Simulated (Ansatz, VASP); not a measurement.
**Sn: VASP beside Ansatz**

File INCAR:

```
SYSTEM = Sn
  PREC = Accurate
  ENCUT = 600
  EDIFF = 1E-6
  ISMEAR = 0
  SIGMA = 0.1
  LREAL = .False.
  LASPH = .True.
  NELM = 80
  ALGO = Fast
  ISIF = 3
  LWAVE = .False.
  LCHARG = .False.
  GGA = PE
  IBRION = 2
  NSW = 100
  EDIFFG = -0.005
```

KPOINTS

```
regular mesh
0
Gamma
  14 14 14
  0 0 0
```

File POSCAR:

```
Sn
1.0
   -2.9401404553      2.9401404553      1.5993019889
    2.9401404553     -2.9401404553      1.5993019889
    2.9401404553      2.9401404553     -1.5993019889
Sn
2
Direct
    0.7500000000      0.2500000000      0.5000000000
    0.0000000000      0.0000000000      0.0000000000
```

Input for Ansatz:

```yaml
crystal:
  lattice:
    - [-2.9401404553, 2.9401404553, 1.5993019889]
    - [2.9401404553, -2.9401404553, 1.5993019889]
    - [2.9401404553, 2.9401404553, -1.5993019889]
  atoms:
    - { symbol: Sn, position: [0.75, 0.25, 0.5] }
    - { symbol: Sn, position: [0.0, 0.0, 0.0] }
basis:
  ecutwfc: 420
kpoints:
  mp_grid: { grid: [14, 14, 14] }
hamiltonian:
  xc: pbe
scf:
  occupations: { method: gaussian, width: 0.1 }
output:
  forces: true
  stress: true
  eigenvalues: true
  write_density: true
  write_potential: true
  elf: true
  volumetric_format: npy
relax:
  adjacent_minimum: "off"
  f_tol: 0.005
  max_steps: 80
  cell: { stress_tol: 0.05 }
```

Alike in both runs: task relaxation of cell and atoms; functional PBE; k mesh 14 × 14 × 14; occupations gaussian, width 0.1 eV; no spin polarisation.

|  | VASP | Ansatz |
| --- | --- | --- |
| version | VASP 6.6.1 | Ansatz 0.2.0 |
| potentials or method | VASP PAW PBE potentials, release 64 (Sn_d), cutoff 600 eV | scalar-relativistic, plane waves, PAW |
| valence electrons in the cell | 28 | 28 |

Ansatz gave:

| Property | Result |
| --- | --- |
| gap on the k mesh at the Fermi level, each at its own relaxed structure (eV) | none |
| relaxed volume (Å³/atom) | 28.41 |
| relaxed cell length with the largest relative difference (Å) | 4.493 |

Q: What did VASP give for the same quantities?

A: gap on the k mesh at the Fermi level, each at its own relaxed structure (eV): none; relaxed volume (Å³/atom): 28.41; relaxed cell length with the largest relative difference (Å): 4.491.

A gap of «none» marks a metal or a gap that the smearing closes.
